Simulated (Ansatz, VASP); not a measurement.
## BAs in VASP and in Ansatz

```xyz
2
Lattice="0.0000 2.3885 2.3885 2.3885 0.0000 2.3885 2.3885 2.3885 0.0000" Properties=species:S:1:pos:R:3 pbc="T T T"
As    1.1943    1.1943    1.1943
B     0.0000    0.0000    0.0000
```

Alike in both runs: task single point; functional rpbe exchange, lyp correlation; k mesh 10 × 10 × 10; occupations fermi-dirac, width 0.1 eV; collinear spin.

|  | VASP | Ansatz |
| --- | --- | --- |
| version | VASP 6.6.1 | Ansatz 0.2.0 |
| potentials or method | VASP PAW PBE potentials, release 64 (As, B), cutoff 500 eV | all-electron LAPW, non-relativistic |

```tsv
	VASP	Ansatz	Ansatz less VASP
gap on the k mesh at the Fermi level (eV)	1.44	1.47	+0.029
least direct gap on the mesh (eV)	3.37	3.36	-0.005
pressure (GPa)	11.0	10.8	-0.18
```

VASP's potentials were made for PBE, not for rpbe exchange, lyp correlation. Ansatz ran all-electron here, and VASP with PAW potentials.
